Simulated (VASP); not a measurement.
Write the native input for VASP 6.6.1 that does the following.

* Task: single point
* Functional: PBE-based screened hybrid with 20 % exact exchange
* Potentials or basis: VASP PAW PBE potentials, release 64 (Ge_d)
* Cutoff: 520 eV
* k mesh: 3 × 3 × 5
* Occupations: fermi-dirac, width 0.05 eV
* Spin: no spin polarisation
* Dipole correction: no
* Grid for exact exchange (PRECFOCK): Normal
* Share of exact exchange: 0.2
* Further INCAR settings: ALGO = Normal; EDIFF = 1e-06; NBANDS = 28
* Screening parameter: 0.2 1/Å

Ge:

```
Ge
1.0
     5.24058    0.00000    0.00000
     0.00000    5.24058    0.00000
     0.00000    0.00000    2.65536
Ge
3
Direct
  0.00000 0.00000 0.00000
  0.00000 0.50000 0.00000
  0.50000 0.00000 0.00000
```

These files were run (other wordings do the same):

POSCAR

```
Ge
1.0
    5.2405800000      0.0000000000      0.0000000000
    0.0000000000      5.2405800000      0.0000000000
    0.0000000000      0.0000000000      2.6553600000
Ge
3
Direct
    0.0000000000      0.0000000000      0.0000000000
    0.0000000000      0.5000000000      0.0000000000
    0.5000000000      0.0000000000      0.0000000000
```

INCAR.step1

```
PREC = Accurate
ENCUT = 520
EDIFF = 1E-5
ISMEAR = -1
SIGMA = 0.05
LREAL = False
LASPH = True
NELM = 60
ALGO = Normal
ISIF = 2
LWAVE = True
LCHARG = False
NBANDS = 28
GGA = PE
LUSENCCL = False
```

INCAR.step2

```
PREC = Accurate
ENCUT = 520
EDIFF = 1E-6
ISMEAR = -1
SIGMA = 0.05
LREAL = False
LASPH = True
NELM = 60
ALGO = Normal
ISIF = 2
LWAVE = False
LCHARG = False
GGA = PE
LHFCALC = True
AEXX = 0.2
HFSCREEN = 0.2
PRECFOCK = Normal
NBANDS = 28
ISTART = 1
LUSENCCL = False
```

KPOINTS

```
Automatic mesh
0
Gamma
  3 3 5
```

Potentials or basis: VASP PAW PBE potentials, release 64 (Ge_d).

Run with:

```console
$ cat potpaw_PBE.64/Ge_d/POTCAR > POTCAR
$ cp INCAR.step1 INCAR
$ mpirun -np 1 vasp_std > vasp.out
$ cp INCAR.step2 INCAR
$ mpirun -np 1 vasp_std > vasp.out
```

It gave:

The pressure is -1.1 GPa. The band gap on the k mesh is zero (bands 21 and 22 overlap by 2.06 eV).

Caveat: the k points lie up to 0.47 Å⁻¹ apart, too coarse for converged energies and pressures of a metal; the PAW data sets were made with another functional, which shifts forces and pressure a little.

It took 7.8 min on 1 × NVIDIA H100 80GB with 1 thread of AMD EPYC 7R13 Processor (Zen 3) (shared host), peak memory 1.2 GiB.
